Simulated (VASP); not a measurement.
Here is a VASP 6.6.1 calculation.

INCAR

```
SYSTEM = TaN
  PREC = Accurate
  ENCUT = 520
  EDIFF = 1E-6
  ISMEAR = -1
  SIGMA = 0.08
  LREAL = .FALSE.
  LASPH = .TRUE.
  NELM = 60
  ALGO = Normal
  ISIF = 2
  LWAVE = .FALSE.
  LCHARG = .FALSE.
  GGA = PE
  NBANDS = 24
```

File KPOINTS:

```
regular mesh
0
G
  11 11 6
  0 0 0
```

The input POSCAR:

```
TaN
1.0
    2.9173303815      0.0000000000      0.0000000000
   -1.4586651907      2.5264822216      0.0000000000
    0.0000000000      0.0000000000      5.9155750525
Ta N
2 2
Direct
    0.0000000000      0.0000000000      0.0000000000
    0.0000000000      0.0000000000      0.5000000000
    0.3333333333      0.6666666667      0.2500000000
    0.6666666667      0.3333333333      0.7500000000
```

Potentials or basis: VASP PAW PBE potentials, release 64 (Ta_pv, N).

Command:

```bash
$ cat potpaw_PBE.64/Ta_pv/POTCAR potpaw_PBE.64/N/POTCAR > POTCAR
$ mpirun -np 1 vasp_std > vasp.out
```

(1) Estimate the band gap on the k mesh.

(2) What does it give for the pressure?

## Answers

(1) zero (bands 16 and 17 overlap by 1.11 eV).

(2) 0.7 GPa.

Caveat: spin-orbit coupling is left out, which moves the levels of the heavy elements.
